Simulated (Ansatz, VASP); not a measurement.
## Two plane-wave programs on VBiO4

```xyz
12
Lattice="-3.6968 3.6968 3.2383 3.6968 -3.6968 3.2383 3.6968 3.6968 -3.2383" Properties=species:S:1:pos:R:3 pbc="T T T"
V     0.0000    0.0000    3.2383
V     3.6968    0.0000    1.6191
Bi    0.0000    3.6968    1.6191
Bi    0.0000    0.0000    0.0000
O     3.6968    2.3641   -1.0958
O     5.0296    0.0000    0.5233
O     0.0000    1.3327    2.1424
O     2.3641    0.0000    0.5233
O     3.6968    1.3327    2.7150
O     1.3327    0.0000    4.3341
O     3.6968   -1.3327    2.7150
O     2.3641    3.6968    1.0958
```

Alike in both runs: functional PBE; k mesh 4 × 4 × 4; occupations gaussian, width 0.1 eV; no spin polarisation.

Ansatz relaxed the structure, and its values are those at the end. VASP's run is a single point on that final structure, the one shown.

|  | VASP | Ansatz |
| --- | --- | --- |
| version | VASP 6.6.1 | Ansatz 0.2.0 |
| potentials or method | VASP PAW PBE potentials, release 64 (V_sv, Bi_d, O), cutoff 520 eV | scalar-relativistic, plane waves, PAW |
| valence electrons in the cell | 104 | 104 |

VASP gave:

- gap on the k mesh at the Fermi level (eV): 2.86
- least direct gap on the mesh (eV): 2.86
- pressure (GPa): 0.6
- rms of the force components (eV/Å): 0.075

Task: What did Ansatz give for the same quantities?

Result: gap on the k mesh at the Fermi level (eV): 2.87; least direct gap on the mesh (eV): 2.87; pressure (GPa): 0.1; rms of the force components (eV/Å): 0.010.

The functional is the same, so the differences come from potentials, cutoffs and numerics.

Neither program's run includes spin-orbit coupling.
